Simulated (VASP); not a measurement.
A run of VASP 6.6.1:

The input INCAR:

```
PREC = Accurate ; ENCUT = 520
EDIFF = 1E-6 ; ISMEAR = 0
SIGMA = 0.1 ; LREAL = False
LASPH = True ; NELM = 80
ALGO = Normal ; ISIF = 2
LWAVE = False ; LCHARG = False
GGA = PS ; NBANDS = 12
```

KPOINTS

```
regular mesh
0
Gamma
  9 9 8
```

POSCAR

```
Al
1.0
    4.0919516368      0.0000000000      0.0000000000
   -2.0459758184      3.5437340685      0.0000000000
    0.0000000000      0.0000000000      4.9927787000
Al
3
Direct
    0.0000000000      0.0000000000      0.0000000000
    0.3333333300      0.6666666700      0.3499253500
    0.6666666700      0.3333333300      0.6500746500
```

Potentials or basis: VASP PAW PBE potentials, release 64 (Al).

The run is started by

```bash
$ cat potpaw_PBE.64/Al/POTCAR > POTCAR
$ mpirun -np 1 vasp_std > vasp.out
```

Hardware: 1 thread of Intel(R) Xeon(R) Platinum 8375C CPU @ 2.90GHz (Ice Lake), on a shared host.

Question: How long does it take, and how much memory?

Answer: Run time: 42 s on 1 thread of Intel(R) Xeon(R) Platinum 8375C CPU @ 2.90GHz (Ice Lake), on a shared host, peak memory 0.2 GiB. Counts: scf iterations 11, k points 81.
